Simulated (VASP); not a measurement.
Here is a VASP 6.6.1 calculation.

Contents of INCAR:

```
PREC = Accurate ; ENCUT = 520
EDIFF = 1E-6 ; ISMEAR = 0
SIGMA = 0.01 ; LREAL = False
LASPH = True ; NELM = 80
ALGO = Normal ; ISIF = 2
LWAVE = False ; LCHARG = False
GGA = PS ; NBANDS = 16
```

Contents of KPOINTS:

```
regular mesh
0
Gamma
  3 3 3
```

POSCAR

```
SrLiH3
1.0
    4.6307910000      0.0000000000      0.0000000000
    0.0000000000      4.6307910000      0.0000000000
    0.0000000000      0.0000000000      4.6307910000
Li Sr H
1 1 3
Direct
    0.0000000000      0.0000000000      0.0000000000
    0.5000000000      0.5000000000      0.5000000000
    0.0000000000      0.5000000000      0.5000000000
    0.5000000000      0.0000000000      0.5000000000
    0.5000000000      0.5000000000      0.0000000000
```

Potentials or basis: VASP PAW PBE potentials, release 64 (Li_sv, Sr_sv, H).

The run is started by

```bash
$ cat potpaw_PBE.64/Li_sv/POTCAR potpaw_PBE.64/Sr_sv/POTCAR potpaw_PBE.64/H/POTCAR > POTCAR
$ mpirun -np 1 vasp_std > vasp.out
```

(1) Estimate the band gap on the k mesh.

Results:

(1) 2.72 eV, indirect (least direct gap 2.89 eV).

Caveat: the k points lie up to 0.45 Å⁻¹ apart.
